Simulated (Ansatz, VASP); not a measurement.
Te: VASP beside Ansatz

```xyz
1
Lattice="3.2000 0.0000 0.0000 0.0000 3.2000 0.0000 0.0000 0.0000 3.2000" Properties=species:S:1:pos:R:3 pbc="T T T"
Te    0.0000    0.0000    0.0000
```

Alike in both runs: functional PBE; k mesh 11 × 11 × 11; occupations fermi-dirac, width 0.03 eV; no spin polarisation.

Ansatz relaxed the structure, and its values are those at the end. VASP's run is a single point on that final structure, the one shown.

|  | VASP | Ansatz |
| --- | --- | --- |
| version | VASP 6.6.1 | Ansatz 0.2.0 |
| potentials or method | VASP PAW PBE potentials, release 64 (Te) | PAW with Ansatz's earlier generated frozen-core files (soft_1), scalar-relativistic |
| plane-wave cutoff (eV) | 500 | 420 |
| valence electrons in the cell | 6 | 16 |

|  | VASP | Ansatz | Ansatz less VASP |
| --- | --- | --- | --- |
| pressure (GPa) | 0.0 | 0.0 | +0.06 |

With one functional, cell and mesh, what is left measures potentials, basis and numerics. VASP's potentials hold 6 valence electrons a cell and Ansatz's 16, so a difference there can come from the potentials and not from the codes.

Spin-orbit coupling is off throughout.
